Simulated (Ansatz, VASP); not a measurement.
## Two plane-wave programs on AlCo

```
Co Al
1.0
     0.00000    2.41380    2.41380
     2.41380    0.00000    2.41380
     2.41380    2.41380    0.00000
Co Al
1 1
Direct
  0.00000 0.00000 0.00000
  0.50000 0.50000 0.50000
```

Alike in both runs: task relaxation of cell and atoms; functional PBE; k mesh 14 × 14 × 14; occupations fermi-dirac, width 0.08 eV; no spin polarisation.

```csv
,VASP,Ansatz
version,VASP 6.6.1,Ansatz 0.2.0
potentials or method,"VASP PAW PBE potentials, release 64 (Co, Al)","PAW with Ansatz's default frozen-core files, scalar-relativistic"
plane-wave cutoff (eV),600,420
valence electrons in the cell,12,20
```

```csv
,VASP,Ansatz,Ansatz less VASP
relaxed volume (Å³/atom),13.73,13.74,+0.005
relaxed length of the cell vector where the two differ most in proportion (Å),3.387,3.387,+0.0004
```

VASP's potentials hold 12 valence electrons a cell and Ansatz's 20, so a difference there can come from the potentials and not from the codes.
